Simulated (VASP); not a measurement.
Runs of VASP 6.6.1 on WC (Qusongite). The structure is that of space group P-6m2 (No. 187), or close to it. The cells are those of the table. 

| cell | gap on the mesh (eV) | pressure (GPa) |
| --- | --- | --- |
| a = 2.982, b = 2.982, c = 2.910 Å, angles 90.0, 90.0, 120.0°, 2 atoms | none | (b) |
| a = 2.827, b = 2.827, c = 2.759 Å, angles 90.0, 90.0, 120.0°, 2 atoms | none | 47.8 |
| a = 2.957, b = 2.957, c = 2.886 Å, angles 90.0, 90.0, 120.0°, 2 atoms | none | (a) |
| a = 2.880, b = 2.880, c = 2.811 Å, angles 90.0, 90.0, 120.0°, 2 atoms | none | 18.5 |
| a = 2.906, b = 2.907, c = 2.837 Å, angles 90.0, 90.0, 120.0°, 2 atoms | none | 6.7 |

Alike in all rows: task single point; level PBE; potentials or basis VASP PAW PBE potentials, release 64 (W_sv, C); no spin polarisation; k mesh 11 × 11 × 9; cutoff (eV) 520; smearing methfessel-paxton 0.1 eV.

Task: Estimate the missing entries.

Result: (a) -12.6; (b) -20.4.

Caveats: spin-orbit coupling is left out, which moves the levels of the heavy elements.

A k mesh can miss the band edges, and the runs leave out spin-orbit coupling on W.

A gap of «none» marks levels without a gap at the run's occupations.
